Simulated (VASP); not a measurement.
A run of VASP 6.6.1 is set up as follows.

INCAR

```
PREC     = Accurate       # precision mode
ENCUT    = 600            # plane-wave cutoff, eV
EDIFF    = 1E-6           # SCF threshold, eV
ISMEAR   = -1             # smearing method
SIGMA    = 0.2            # smearing width, eV
LREAL    = F              # projectors in reciprocal space
LASPH    = T              # aspherical terms in the spheres
NELM     = 120            # most SCF steps
ALGO     = Normal         # electronic algorithm
ISIF     = 2              # what is computed and relaxed
LWAVE    = F              # write WAVECAR
LCHARG   = F              # write CHGCAR
GGA      = PE             # functional
NBANDS   = 21             # bands
GGA_COMPAT= F
```

Contents of KPOINTS:

```
regular mesh
0
Gamma
  6 6 6
```

The input POSCAR:

```
PbF2
1.0
    0.0000000000      2.9604388884      2.9604388884
    2.9604388884      0.0000000000      2.9604388884
    2.9604388884      2.9604388884      0.0000000000
Pb F
1 2
Direct
    0.0000000000      0.0000000000      0.0000000000
    0.2500000000      0.2500000000      0.2500000000
    0.7500000000      0.7500000000      0.7500000000
```

Potentials or basis: VASP PAW PBE potentials, release 64 (Pb_d, F).

Run with:

```bash
$ cat potpaw_PBE.64/Pb_d/POTCAR potpaw_PBE.64/F/POTCAR > POTCAR
$ mpirun -np 1 vasp_std > vasp.out
```

Q: Predict the pressure.

A: 2.7 GPa.

Q: Predict the band gap on the k mesh.

A: 4.44 eV (least direct gap 4.56 eV).

Caveat: spin-orbit coupling is left out, which moves the levels of the heavy elements. A k mesh can miss the band edges.
